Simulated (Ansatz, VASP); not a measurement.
**Two plane-wave programs on Fe**

```
Fe
1.0
    -1.37883    1.37883    1.37883
     1.37883   -1.37883    1.37883
     1.37883    1.37883   -1.37883
Fe
1
Direct
  0.00000 0.00000 0.00000
```

Alike in both runs: task single point; functional PBEsol; k mesh 20 × 20 × 20; occupations gaussian, width 0.1 eV; collinear spin.

```csv
,VASP,Ansatz
version,VASP 6.6.1,Ansatz 0.2.0
potentials or method,"VASP PAW PBE potentials, release 64 (Fe), cutoff 520 eV","scalar-relativistic, plane waves, PAW"
valence electrons in the cell,8,16
```

```csv
,VASP,Ansatz,Ansatz less VASP
gap on the k mesh at the Fermi level (eV),none,none,-
pressure (GPa),7.5,7.8,+0.25
net moment per atom (μB),2.06,2.05,-0.006
size of the moment on the site where the two differ most (μB),2.03,2.07,+0.037
```

VASP's potentials were made for PBE, not for PBEsol. Site moments also hang on the region over which each program counts them. A gap of «none» marks a metal or a gap that the smearing closes. VASP's potentials hold 8 valence electrons a cell and Ansatz's 16, so a difference there can come from the potentials and not from the codes.
